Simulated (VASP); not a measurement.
Wanted: the native input for a VASP 6.6.1 run.

```
Task                   : electric field gradients
Functional             : PBE
Potentials or basis    : VASP PAW PBE potentials, release 64 (F, Li_sv)
Cutoff                 : 650 eV
k mesh                 : 11 × 11 × 11
Occupations            : gaussian, width 0.05 eV
Spin                   : no spin polarisation
Dipole correction      : no
Further INCAR settings : ALGO = Normal; EDIFF = 1e-08; NBANDS = 12
```

The structure of LiF lies in POSCAR:

```
LiF
1.0
    0.0000000000      2.0140000000      2.0140000000
    2.0140000000      0.0000000000      2.0140000000
    2.0140000000      2.0140000000      0.0000000000
F Li
1 1
Direct
    0.5000000000      0.5000000000      0.5000000000
    0.0000000000      0.0000000000      0.0000000000
```

The input as run:

INCAR

```
SYSTEM = LiF
ALGO = Normal
EDIFF = 1E-8
ENCUT = 650
GGA = PE
GGA_COMPAT = .FALSE.
ISIF = 2
ISMEAR = 0
LASPH = .TRUE.
LCHARG = .FALSE.
LEFG = .TRUE.
LREAL = .FALSE.
LWAVE = .FALSE.
NBANDS = 12
NELM = 120
PREC = Accurate
SIGMA = 0.05
```

KPOINTS

```
k-points
0
G
  11 11 11
  0 0 0
```

Potentials or basis: VASP PAW PBE potentials, release 64 (F, Li_sv).

Command:

```console
$ cat potpaw_PBE.64/F/POTCAR potpaw_PBE.64/Li_sv/POTCAR > POTCAR
$ mpirun -np 1 vasp_std > vasp.out
```

Results of the run:

```json
{
  "Pressure": "1.1 GPa",
  "Band gap on the k mesh": "9.09 eV",
  "Largest electric field gradient by atom": "zero within the noise of the run"
}
```

Caveat: an odd mesh through Γ misses points on the zone boundary, where band edges can lie.

Run time: 9.5 s on 1 thread of Intel(R) Xeon(R) Platinum 8259CL CPU @ 2.50GHz (Skylake/Cascade Lake) (shared host), peak memory 0.13 GiB.
